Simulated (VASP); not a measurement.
CdCl:

```
CELL_PARAMETERS angstrom
0.00000 3.02893 3.02893
3.02893 0.00000 3.02893
3.02893 3.02893 0.00000
ATOMIC_POSITIONS crystal
Cd 0.00000 0.00000 0.00000
Cl 0.75000 0.75000 0.75000
```

```yaml
Program: VASP 6.6.1
Task: relaxation of cell and atoms
Functional: PBE
Potentials_or_basis: VASP PAW PBE potentials, release 64 (Cd, Cl)
Cutoff: 600 eV
k_mesh: 6 × 6 × 6
Occupations: gaussian, width 0.1 eV
Spin: no spin polarisation
```

At the start: pressure 8.3 GPa; volume 27.79 Å³/atom.

Q: Where does the relaxation end?

A: Over 4 steps the energy falls by 159.9 meV/atom and the volume is 35.54 Å³/atom (+27.9 %); space group F-43m (No. 216, to 0.1 Å) before and after.

Step by step:
```tsv
step	energy change (eV)	largest force (eV/Å)	pressure (GPa)	volume (Å³)
1	0.0000	0.0000	8.34	55.58
2	-0.3116	0.0000	0.92	68.04
3	-0.3189	0.0000	-0.28	72.07
4	-0.3198	0.0000	-0.02	71.09
```

Final structure:
```
Cd Cl
1.0
     0.00000    3.28792    3.28792
     3.28792    0.00000    3.28792
     3.28792    3.28792    0.00000
Cd Cl
1 1
Direct
  0.00000 0.00000 0.00000
  0.75000 0.75000 0.75000
```

Caveat: the volume moved by over 15 % at a fixed basis, so the end points are rough; an odd number of electrons without spin polarisation forces a metal; a magnetic or distorted state may lie lower.
